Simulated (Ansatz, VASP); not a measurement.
# GaAs in VASP and in Ansatz

POSCAR

```
GaAs
1.0
    0.0000000000      2.9180776483      2.9180776483
    2.9180776483      0.0000000000      2.9180776483
    2.9180776483      2.9180776483      0.0000000000
Ga As
1 1
Direct
    0.0000000000      0.0000000000      0.0000000000
    0.2500000000      0.2500000000      0.2500000000
```

File INCAR.step1:

```
SYSTEM = GaAs
  PREC = Accurate
  ENCUT = 520
  ISMEAR = -1
  SIGMA = 0.02
  LREAL = .FALSE.
  LASPH = .TRUE.
  NELM = 80
  NBANDS = 16
  GGA = PE
  ALGO = Normal
  EDIFF = 1E-4
  LWAVE = .TRUE.
  LCHARG = .FALSE.
```

File INCAR.step2:

```
SYSTEM = GaAs
  PREC = Accurate
  ENCUT = 520
  EDIFF = 1E-6
  ISMEAR = -1
  SIGMA = 0.02
  LREAL = .FALSE.
  LASPH = .TRUE.
  NELM = 80
  ALGO = Normal
  ISIF = 2
  LWAVE = .FALSE.
  LCHARG = .TRUE.
  METAGGA = R2SCAN
  LMIXTAU = .TRUE.
  LELF = .TRUE.
  LVHAR = .TRUE.
  NBANDS = 16
  ISTART = 1
```

The input KPOINTS:

```
regular mesh
0
G
  8 8 8
  0 0 0
```

Input for Ansatz:

```yaml
crystal:
  lattice:
    - [0.0, 2.9180776483, 2.9180776483]
    - [2.9180776483, 0.0, 2.9180776483]
    - [2.9180776483, 2.9180776483, 0.0]
  atoms:
    - { symbol: Ga, position: [0.0, 0.0, 0.0] }
    - { symbol: As, position: [0.25, 0.25, 0.25] }
kpoints:
  mp_grid: { grid: [8, 8, 8] }
  band_path:
    path:
      - [0.0, 0.0, 0.0]
      - [-0.5, -0.5, 0.0]
      - [-0.375, -0.375, 0.25]
      - [-0.375, 0.0, 0.375]
      - [0.0, 0.0, 0.5]
      - [-0.5, -0.25, 0.25]
    npoints: 1
hamiltonian:
  xc: r2scan
scf:
  occupations: { method: fermi_dirac, width: 0.02 }
  n_extra_bands: 4
output:
  forces: true
  stress: true
  eigenvalues: true
```

Change from the starting cell: hydrostatic strain +3.0%.

Alike in both runs: task single point; functional r2SCAN; k mesh 8 × 8 × 8; occupations fermi-dirac, width 0.02 eV; no spin polarisation.

|  | VASP | Ansatz |
| --- | --- | --- |
| version | VASP 6.6.1 | Ansatz 0.2.0 |
| potentials or method | VASP PAW PBE potentials, release 64 (Ga_d, As) | plane waves, PAW |
| plane-wave cutoff (eV) | 520 | 500 |
| valence electrons in the cell | 18 | 28 |

|  | VASP | Ansatz | Ansatz less VASP |
| --- | --- | --- | --- |
| pressure (GPa) | -5.2 | -5.2 | -0.03 |

VASP's potentials were made for PBE, not for r2SCAN. With one functional, cell and mesh, what is left measures potentials, basis and numerics. VASP's potentials hold 18 valence electrons a cell and Ansatz's 28, so a difference there can come from the potentials and not from the codes.
